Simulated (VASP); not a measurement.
# BaTe (P-6m2) in VASP: notebook, part 2 of 2

VASP 6.6.1. The steps go on from the part before.

**5. Relaxation of cell and atoms, PBE**

This run uses another cell than the first one, of 44.16 Å³/atom.

Input file INCAR:

```
ALGO = Normal ; EDIFF = 1E-6
EDIFFG = -0.01 ; ENCUT = 600
GGA = PE ; IBRION = 2
ISIF = 3 ; ISMEAR = 0
LASPH = True ; LCHARG = False
LREAL = False ; LWAVE = False
NELM = 60 ; NSW = 100
PREC = Accurate ; SIGMA = 0.02
```

Input file KPOINTS:

```
k-points
0
Gamma
  6 6 6
```

Input file POSCAR:

```
BaTe
1.0
    4.8087295386     -0.0000000029      0.0000000000
   -2.4043647668      4.1644819418      0.0000000000
    0.0000000000      0.0000000000      4.4107795744
Ba Te
1 1
Direct
    0.3333333333      0.6666666667      0.5000000000
    0.6666666667      0.3333333333      0.0000000000
```

Potentials or basis: VASP PAW PBE potentials, release 64 (Ba_sv, Te).

Run with:

```sh
$ cat potpaw_PBE.64/Ba_sv/POTCAR potpaw_PBE.64/Te/POTCAR > POTCAR
$ mpirun -np 1 vasp_std > vasp.out
```

OUTCAR:

```text
EDIFF = 1E-6
   EDIFFG = -0.01
   ENCUT = 600
   GGA = PE
   IBRION = 2
   ISIF = 3
   ISMEAR = 0
   LASPH = True
   LREAL = False
   NELM = 60
   NSW = 100
   PREC = Accurate

 ion  position               nearest neighbor table
   1  0.333  0.667  0.500-   2 3.55   2 3.55   2 3.55   2 3.55   2 3.55   2 3.55
   2  0.667  0.333  0.000-   1 3.55   1 3.55   1 3.55   1 3.55   1 3.55   1 3.55

  LATTYP: Found a hexagonal cell.
 ALAT       =     4.8087295386
 C/A-ratio  =     0.9172442615

  Lattice vectors:

 A1 = (   4.8087295386,  -0.0000000029,   0.0000000000)
 A2 = (  -2.4043647668,   4.1644819418,   0.0000000000)
 A3 = (   0.0000000000,   0.0000000000,   4.4107795744)

Analysis of symmetry for initial positions (statically):
=====================================================================
 Subroutine PRICEL returns:
 Original cell was already a primitive cell.

 Routine SETGRP: Setting up the symmetry group for a
 hexagonal supercell.

 Subroutine GETGRP returns: Found 12 space group operations
 (whereof 12 operations were pure point group operations)
 out of a pool of 24 trial point group operations.

The static configuration has the point symmetry D_3h.

Analysis of symmetry for dynamics (positions and initial velocities):
=====================================================================
 Subroutine PRICEL returns:
 Original cell was already a primitive cell.

[... 233 lines left out ...]
  ext. energy  EPLUGINS =         0.00000000
  ---------------------------------------------------
  free energy    TOTEN  =        -8.39226459 eV

  energy without entropy =       -8.39226459  energy(sigma->0) =       -8.39226459

 E-fermi :   2.5119     XC(G=0):  -8.0445

 val. band max:        2.3506078509   @ k =   0.0000   0.0000   0.0000
 cond. band min:       3.8431237459   @ k =   0.0000   0.0000   0.0000
 fundamental gap:      1.4925158950
 Fermi energy:         2.5118910032

 k-point     1 :       0.0000    0.0000    0.0000
  band No.  band energies     occupation
      1     -25.1682      2.00000
      2     -10.3231      2.00000
      3     -10.3231      2.00000
      4     -10.2259      2.00000
      5      -7.3571      2.00000
      6       1.6528      2.00000
      7       1.6528      2.00000
      8       2.3506      2.00000
      9       3.8431      0.00000
     10       4.7275      0.00000
     11       6.8561      0.00000
     12       6.8561      0.00000
[... 331 lines left out ...]
 k-point    24 :       0.3333   -0.0000    0.5000
  band No.  band energies     occupation
      1     -25.1436      2.00000
      2     -10.5508      2.00000
      3     -10.4359      2.00000
      4     -10.3188      2.00000
      5      -6.8687      2.00000
      6       0.3503      2.00000
      7       1.1247      2.00000
      8       1.3661      2.00000
      9       4.6586      0.00000
     10       6.0947      0.00000
     11       6.5542      0.00000
     12       7.7680      0.00000

 [... further k-points ...]

------------------------ aborting loop because EDIFF is reached ----------------------------------------

  FORCE on cell =-STRESS in cart. coord.  units (eV):
  Direction    XX          YY          ZZ          XY          YZ          ZX
  --------------------------------------------------------------------------------------
  -------------------------------------------------------------------------------------
  Total        0.0134396      0.0134396     -0.0194371     -0.0000000      0.0000000      0.0000000
  in kB        0.2411464      0.2411464     -0.3487594     -0.0000000      0.0000000      0.0000000
  external PRESSURE =       0.0445111 kB  Pullay stress =       0.0000000 kB
[... 17 lines left out ...]
  FREE ENERGIE OF THE ION-ELECTRON SYSTEM (eV)
  ---------------------------------------------------
  free  energy   TOTEN  =        -8.3922645896 eV

  energy  without entropy=       -8.3922645896  energy(sigma->0) =       -8.39226459

 reached required accuracy - stopping structural energy minimisation
```

Wall time 90 s (1 thread of Intel Xeon 8259CL, shared host); peak memory 0.27 GiB.

Results:

```yaml
Free_energy: -8.3923 eV
Relaxed_volume: 44.65 Å³/atom
Relaxed_cell: a = 4.825 Å, b = 4.825 Å, c = 4.429 Å, α = 90.00°, β = 90.00°, γ = 120.00°
Space_group_after_relaxing_to_0.1_Å: P-6m2 (No. 187)
Energy_gained_by_relaxing: 0.5 meV/atom
Ionic_steps: 3
Pressure_after_relaxing: 0.0 GPa
Band_gap_on_the_k_mesh: 1.49 eV
```

Step by step:
```
step  energy change (eV)  largest force (eV/Å)  pressure (GPa)  volume (Å³)
   1              0.0000                0.0000            0.31        88.33
   2             -0.0009                0.0000           -0.05        89.44
   3             -0.0010                0.0000            0.00        89.29
```

Final structure:
```xyz
2
Lattice="4.8249 0.0000 0.0000 -2.4124 4.1785 0.0000 0.0000 0.0000 4.4291" Properties=species:S:1:pos:R:3 pbc="T T T"
Ba    0.0000    2.7856    2.2145
Te    2.4124    1.3928    4.4291
```

Caveat: spin-orbit coupling is left out, which moves the levels of the heavy elements. A k mesh can miss the band edges.

**6. Relaxation of cell and atoms, PBE**

Input file INCAR:

```
SYSTEM = BaTe
  PREC = Accurate
  ENCUT = 600
  EDIFF = 1E-7
  ISMEAR = 0
  SIGMA = 0.02
  LREAL = .FALSE.
  LASPH = .TRUE.
  NELM = 60
  ALGO = Normal
  ISIF = 3
  LWAVE = .FALSE.
  LCHARG = .FALSE.
  GGA = PE
  IBRION = 2
  NSW = 100
  EDIFFG = -0.01
```

Input file KPOINTS:

```
regular mesh
0
G
  6 6 6
  0 0 0
```

Input file POSCAR:

```
BaTe
1.0
    4.8359785300      0.0000000000      0.0000000000
   -2.4179892600      4.1880802600      0.0000000000
    0.0000000000      0.0000000000      4.7081515300
Ba Te
1 1
Direct
    0.3333333300      0.6666666700      0.5000000000
    0.6666666700      0.3333333300      0.0000000000
```

Potentials or basis: VASP PAW PBE potentials, release 64 (Ba_sv, Te).

Run with:

```sh
$ cat potpaw_PBE.64/Ba_sv/POTCAR potpaw_PBE.64/Te/POTCAR > POTCAR
$ mpirun -np 1 vasp_std > vasp.out
```

Wall time 3 min (1 thread of Intel Xeon 8259CL, shared host); peak memory 0.28 GiB.

Results (log left out):

| Property | Result |
| --- | --- |
| Free energy | -8.3925 eV |
| Relaxed volume | 44.68 Å³/atom |
| Relaxed cell | a = 4.828 Å, b = 4.828 Å, c = 4.428 Å, α = 90.00°, β = 90.00°, γ = 120.00° |
| Space group after relaxing (to 0.1 Å) | P-6m2 (No. 187) |
| Energy gained by relaxing | 38.1 meV/atom |
| Ionic steps | 5 |
| Pressure after relaxing | 0.0 GPa |
| Band gap on the k mesh | 1.49 eV |

The path:
```
step  energy change (eV)  largest force (eV/Å)  pressure (GPa)  volume (Å³)
   1              0.0000                0.0000           -1.82        95.36
   2             -0.0739                0.0000            0.37        87.99
   3             -0.0741                0.0000            0.24        88.36
   4             -0.0759                0.0000            0.07        89.04
   5             -0.0761                0.0000           -0.01        89.37
```

Final structure:
```xyz
2
Lattice="4.8275 0.0000 0.0000 -2.4138 4.1808 0.0000 0.0000 0.0000 4.4279" Properties=species:S:1:pos:R:3 pbc="T T T"
Ba    0.0000    2.7872    2.2140
Te    2.4138    1.3936    0.0000
```

Levels at points of the mesh, in eV from the valence-band top:
| k point | band 4 | band 5 | band 6 | band 7 | band 8 | band 9 | band 10 | band 11 | band 12 |
| --- | --- | --- | --- | --- | --- | --- | --- | --- | --- |
| (0.00, 0.00, 0.00) | -12.58 | -9.71 | -0.70 | -0.70 | 0.00 | 1.49 | 2.37 | 4.50 | 4.50 |
| (0.50, 0.00, 0.00) | -12.55 | -9.21 | -2.20 | -0.54 | -0.51 | 1.64 | 4.26 | 4.47 | 4.79 |
| (0.00, 0.00, 0.50) | -12.64 | -9.02 | -2.58 | -0.48 | -0.48 | 2.94 | 2.94 | 3.78 | 3.78 |
| (0.50, 0.00, 0.50) | -12.68 | -9.29 | -1.84 | -1.44 | -1.12 | 2.52 | 4.00 | 5.07 | 5.67 |

Caveat: spin-orbit coupling is left out, which moves the levels of the heavy elements. A k mesh can miss the band edges.

**7. Overview**

| task | cell | k mesh | cutoff (eV) | smearing | gap on the mesh (eV) | pressure (GPa) | relaxed volume (Å³/atom) |
| --- | --- | --- | --- | --- | --- | --- | --- |
| single point | a = 4.836, b = 4.836, c = 4.708 Å, angles 90.0, 90.0, 120.0°, 2 atoms | 6 × 6 × 4 | 520 | gaussian 0.1 eV | 1.61 | -1.8 | - |
| single point | a = 4.809, b = 4.809, c = 4.411 Å, angles 90.0, 90.0, 120.0°, 2 atoms | 6 × 6 × 6 | 520 | gaussian 0.02 eV | 1.47 | 0.3 | - |
| relaxation of cell and atoms | relaxed from a = 4.809, b = 4.809, c = 4.411 Å, angles 90.0, 90.0, 120.0°, 2 atoms | 6 × 6 × 6 | 600 | gaussian 0.02 eV | 1.49 | 0.0 | 44.65 |
| relaxation of cell and atoms | relaxed from a = 4.836, b = 4.836, c = 4.708 Å, angles 90.0, 90.0, 120.0°, 2 atoms | 6 × 6 × 6 | 600 | gaussian 0.02 eV | 1.49 | 0.0 | 44.68 |

Alike in all rows: level PBE; potentials or basis VASP PAW PBE potentials, release 64 (Ba_sv, Te); no spin polarisation.

Caveats: spin-orbit coupling is left out, which moves the levels of the heavy elements.

Absolute energies hang on the potentials; compare differences alone.
